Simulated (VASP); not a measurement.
Write the native input for VASP 6.6.1 that does the following.

```yaml
Task: single point
Functional: LDA
Potentials_or_basis: VASP PAW LDA potentials, release 64 (Ti_sv, Al)
Cutoff: 520 eV
k_mesh: 11 × 11 × 6
Occupations: fermi-dirac, width 0.05 eV
Spin: no spin polarisation
Dipole_correction: no
Further_INCAR_settings: ALGO = Fast; EDIFF = 1e-06; NBANDS = 14
```

The structure of TiAl lies in POSCAR:

```
TiAl
1.0
    2.8672622327      0.0000000000      0.0000000000
   -1.4336311163      2.4831219328      0.0000000000
    0.0000000000      0.0000000000      4.6780830000
Ti Al
1 1
Direct
    0.0000000000      0.0000000000      0.0000000000
    0.3333333333      0.6666666667      0.5000000000
```

One way to write it, as run:

INCAR

```
PREC = Accurate ; ENCUT = 520
EDIFF = 1E-6 ; ISMEAR = -1
SIGMA = 0.05 ; LREAL = False
LASPH = True ; NELM = 100
ALGO = Fast ; ISIF = 2
LWAVE = False ; LCHARG = True
GGA = CA ; LELF = True
LVHAR = True ; NBANDS = 14
```

KPOINTS

```
regular mesh
0
Gamma
  11 11 6
```

Potentials or basis: VASP PAW LDA potentials, release 64 (Ti_sv, Al).

Launch:

```console
$ cat potpaw_LDA.64/Ti_sv/POTCAR potpaw_LDA.64/Al/POTCAR > POTCAR
$ mpirun -np 1 vasp_std > vasp.out
```

It gave:

The pressure is -6.1 GPa.

Wall time 47 s on 1 thread of Intel Xeon 6975P-C (shared host), peak memory 0.16 GiB.
